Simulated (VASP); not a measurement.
Wanted: the native input for a VASP 6.6.1 run.

| Quantity | Value |
| --- | --- |
| Task | single point |
| Functional | PBE |
| Potentials or basis | VASP PAW PBE potentials, release 64 (Si, P, I) |
| Cutoff | 520 eV |
| k mesh | 8 × 8 × 8 |
| Occupations | gaussian, width 0.1 eV |
| Spin | no spin polarisation |
| Dipole correction | no |
| Further INCAR settings | ALGO = Normal; EDIFF = 1e-07; NBANDS = 23 |

The structure of Si4PI lies in POSCAR:

```
Si4PI
1.0
    0.0000000000      3.8023359830      3.8023359830
    3.8023359830      0.0000000000      3.8023359830
    3.8023359830      3.8023359830      0.0000000000
Si P I
4 1 1
Direct
    0.1202119251      0.6265960250      0.6265960250
    0.6265960250      0.6265960250      0.6265960250
    0.6265960250      0.1202119251      0.6265960250
    0.6265960250      0.6265960250      0.1202119251
    0.0000000000      0.0000000000      0.0000000000
    0.2500000000      0.2500000000      0.2500000000
```

These files were run (other wordings do the same):

INCAR

```
SYSTEM = Si4PI
PREC     = Accurate       ! precision mode
ENCUT    = 520            ! plane-wave cutoff, eV
EDIFF    = 1E-7           ! SCF threshold, eV
ISMEAR   = 0              ! smearing method
SIGMA    = 0.1            ! smearing width, eV
LREAL    = .FALSE.        ! projectors in reciprocal space
LASPH    = .TRUE.         ! aspherical terms in the spheres
NELM     = 100            ! most SCF steps
ALGO     = Normal         ! electronic algorithm
ISIF     = 2              ! what is computed and relaxed
LWAVE    = .FALSE.        ! write WAVECAR
LCHARG   = .TRUE.         ! write CHGCAR
GGA      = PE             ! functional
LELF     = .TRUE.         ! ELF
LVHAR    = .TRUE.       
NBANDS   = 23             ! bands
```

KPOINTS

```
regular mesh
0
G
  8 8 8
  0 0 0
```

Potentials or basis: VASP PAW PBE potentials, release 64 (Si, P, I).

Run with:

```sh
$ cat potpaw_PBE.64/Si/POTCAR potpaw_PBE.64/P/POTCAR potpaw_PBE.64/I/POTCAR > POTCAR
$ mpirun -np 1 vasp_std > vasp.out
```

It gave:

```json
{
  "Pressure": "0.0 GPa",
  "Band gap on the k mesh": "zero (band 14 reaches 8.88 eV, above the bottom of band 15 at 6.36 eV)"
}
```

Caveat: spin-orbit coupling is left out, which moves the levels of the heavy elements.

It took 57 s on 1 thread of AMD EPYC 7R13 Processor (Zen 3), with other jobs on the host, peak memory 0.24 GiB.
